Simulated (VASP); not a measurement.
Zr4Cl:

```xyz
5
Lattice="4.8314 0.0000 0.0000 -2.4157 4.1841 0.0000 0.0000 0.0000 4.6472" Properties=species:S:1:pos:R:3 pbc="T T T"
Zr    0.0000    2.7894    2.3236
Zr    2.4157    1.3947    2.3236
Zr    0.0000    2.7894    0.0000
Zr    2.4157    1.3947    0.0000
Cl    0.0000    0.0000    0.0000
```

The cell was generated, and may not be a known phase.

```yaml
Program: VASP 6.6.1
Task: relaxation of cell and atoms
Functional: PBE
Potentials_or_basis: VASP PAW PBE potentials, release 64 (Zr_sv, Cl)
Cutoff: 600 eV
k_mesh: 6 × 6 × 4
Occupations: gaussian, width 0.1 eV
Spin: no spin polarisation
```

At the start: pressure 40.2 GPa; volume 18.79 Å³/atom.

How do energy, volume and symmetry change on relaxing?

Over 9 steps the energy falls by 928.6 meV/atom and the volume is 26.38 Å³/atom (+40.4 %); space group P6/mmm (No. 191, to 0.1 Å) before and after.

The path:
```
step  energy change (eV)  largest force (eV/Å)  pressure (GPa)  volume (Å³)
   1              0.0000                0.0000           40.16        93.94
   2             -3.0807                0.0000           -9.17       171.46
   3             -4.6389                0.0000           -0.59       133.66
   4             -4.6408                0.0000           -0.21       132.78
   5             -4.6403                0.0000            0.17       131.92
   6             -4.6411                0.0000            0.22       131.65
   7             -4.6419                0.0000            0.30       131.18
   8             -4.6428                0.0000            0.10       131.59
   9             -4.6430                0.0000           -0.05       131.89
```

Final structure:
```
Zr Cl
1.0
     5.18943    0.00000    0.00000
    -2.59472    4.49418    0.00000
     0.00000    0.00000    5.65509
Zr Cl
4 1
Direct
  0.33333 0.66667 0.50000
  0.66667 0.33333 0.50000
  0.33333 0.66667 0.00000
  0.66667 0.33333 0.00000
  0.00000 0.00000 0.00000
```

Caveat: the volume moved by over 15 % at a fixed basis, so the end points are rough.
